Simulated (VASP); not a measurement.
The system is BeZn2S2O.

```
Be Zn S O
1.0
     5.19107    0.00000    0.00000
    -2.59554    4.49560    0.00000
     0.00000    0.00000    4.00172
Be Zn S O
1 2 2 1
Direct
  0.00000 0.00000 0.50000
  0.33333 0.66667 0.00000
  0.66667 0.33333 0.00000
  0.33333 0.66667 0.50000
  0.66667 0.33333 0.50000
  0.00000 0.00000 0.00000
```

The cell was built from a structure type or drawn by symmetry, and may not be a known phase.

* Program: VASP 6.6.1
* Task: relaxation of cell and atoms
* Functional: PBE
* Potentials or basis: VASP PAW PBE potentials, release 64 (Be, Zn, S, O)
* Cutoff: 600 eV
* k mesh: 6 × 6 × 4
* Occupations: gaussian, width 0.1 eV
* Spin: no spin polarisation

At the start: pressure 8.2 GPa; volume 15.56 Å³/atom.

Question: Where does the relaxation end?

Answer: Over 25 steps the energy falls by 151.1 meV/atom and the volume is 13.50 Å³/atom (-13.3 %); space group P6/mmm (No. 191, to 0.1 Å) before and after.

The path:
```tsv
step	energy change (eV)	largest force (eV/Å)	pressure (GPa)	volume (Å³)
1	0.0000	0.0000	8.17	93.39
2	-0.0758	0.0000	-7.24	104.26
3	-0.2775	0.0000	-1.33	98.74
4	-0.2777	0.0000	-1.16	98.62
5	-0.2777	0.0000	-1.02	98.51
6	-0.2955	0.0000	-0.89	97.24
7	-0.3558	0.0000	-0.30	93.45
8	-0.4763	0.0000	1.84	85.99
9	-0.4880	0.0000	15.25	71.61
10	-0.5420	0.0000	3.61	82.50
11	-0.6203	0.0000	7.96	77.00
12	-0.6079	0.0000	10.54	74.77
13	-0.6204	0.0000	8.92	76.11
14	-0.6223	0.0000	8.98	76.02
15	-0.6275	0.0000	9.24	75.76
16	-0.6354	0.0000	9.73	75.24
17	-0.6365	0.0000	10.82	74.20
18	-0.6387	0.0000	10.33	74.63
19	-0.6464	0.0000	10.17	74.71
20	-0.6689	0.0000	9.65	74.95
21	-0.7104	0.0000	8.64	75.43
22	-0.7799	0.0000	6.75	76.40
23	-0.8700	0.0000	3.39	78.36
24	-0.8947	0.0000	-1.85	82.34
25	-0.9064	0.0000	-0.25	80.98
```

Final structure:
```yaml
crystal:
  lattice:
    - [4.46804, 0.00000, 0.00000]
    - [-2.23402, 3.86943, 0.00000]
    - [0.00000, 0.00000, 4.68376]
  atoms:
    - { symbol: Be, position: [0.00000, 0.00000, 0.50000] }
    - { symbol: Zn, position: [0.33333, 0.66667, 0.00000] }
    - { symbol: Zn, position: [0.66667, 0.33333, 0.00000] }
    - { symbol: S, position: [0.33333, 0.66667, 0.50000] }
    - { symbol: S, position: [0.66667, 0.33333, 0.50000] }
    - { symbol: O, position: [0.00000, 0.00000, 0.00000] }
```

Caveat: the k points lie up to 0.34 Å⁻¹ apart in the final cell, too coarse for converged energies and pressures of a metal; a cell axis changed by over 15 % at a fixed basis, so the end point is rough.
